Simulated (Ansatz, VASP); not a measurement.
**One calculation of Zn4S, two programs**

The input INCAR:

```
PREC = Accurate
ENCUT = 600
EDIFF = 1E-6
ISMEAR = 0
SIGMA = 0.1
LREAL = F
LASPH = T
NELM = 60
ALGO = Normal
ISIF = 3
LWAVE = F
LCHARG = F
GGA = PE
IBRION = 2
NSW = 90
EDIFFG = -0.04
```

File KPOINTS:

```
Automatic mesh
0
Gamma
  4 4 4
```

The input POSCAR:

```
Zn4S
1.0
    4.2501895800      0.0000000000      0.0000000000
    0.0000000000      4.2501895800      0.0000000000
    0.0000000000      0.0000000000      4.2501895800
Zn S
4 1
Direct
    0.5000000000      0.5000000000      0.5000000000
    0.0000000000      0.5000000000      0.5000000000
    0.5000000000      0.0000000000      0.5000000000
    0.5000000000      0.5000000000      0.0000000000
    0.0000000000      0.0000000000      0.0000000000
```

Input for Ansatz:

```yaml
crystal:
  lattice:
    - [4.25018958, 0.0, 0.0]
    - [0.0, 4.25018958, 0.0]
    - [0.0, 0.0, 4.25018958]
  atoms:
    - { symbol: Zn, position: [0.5, 0.5, 0.5] }
    - { symbol: Zn, position: [0.0, 0.5, 0.5] }
    - { symbol: Zn, position: [0.5, 0.0, 0.5] }
    - { symbol: Zn, position: [0.5, 0.5, 0.0] }
    - { symbol: S, position: [0.0, 0.0, 0.0] }
basis:
  ecutwfc: 420
kpoints:
  mp_grid: { grid: [4, 4, 4] }
hamiltonian:
  xc: pbe
scf:
  occupations: { method: gaussian, width: 0.1 }
  lower_state_search: "off"
output:
  forces: true
  stress: true
  eigenvalues: true
relax:
  adjacent_minimum: "off"
  f_tol: 0.04
  max_steps: 70
  cell: { stress_tol: 0.4 }
```

Change from the starting cell: species swapped into the Mn4N type (Pm-3m, No. 221).

Alike in both runs: task relaxation of cell and atoms; functional PBE; k mesh 4 × 4 × 4; occupations gaussian, width 0.1 eV; no spin polarisation.

```csv
,VASP,Ansatz
version,VASP 6.6.1,Ansatz 0.2.0
potentials or method,"VASP PAW PBE potentials, release 64 (Zn, S), cutoff 600 eV","scalar-relativistic, plane waves, PAW"
valence electrons in the cell,54,54
```

```csv
,VASP,Ansatz,Ansatz less VASP
"gap on the k mesh at the Fermi level, each at its own relaxed structure (eV)",none,none,-
relaxed volume (Å³/atom),20.90,20.89,-0.013
relaxed cell length with the largest relative difference (Å),4.710,4.709,-0.0010
```

A gap of «none» marks a metal or a gap that the smearing closes.

The k mesh is coarse, so the values compare programs but aren't converged. Noted on VASP's run: the volume moved by over 15 % at a fixed basis, so the end points are rough.
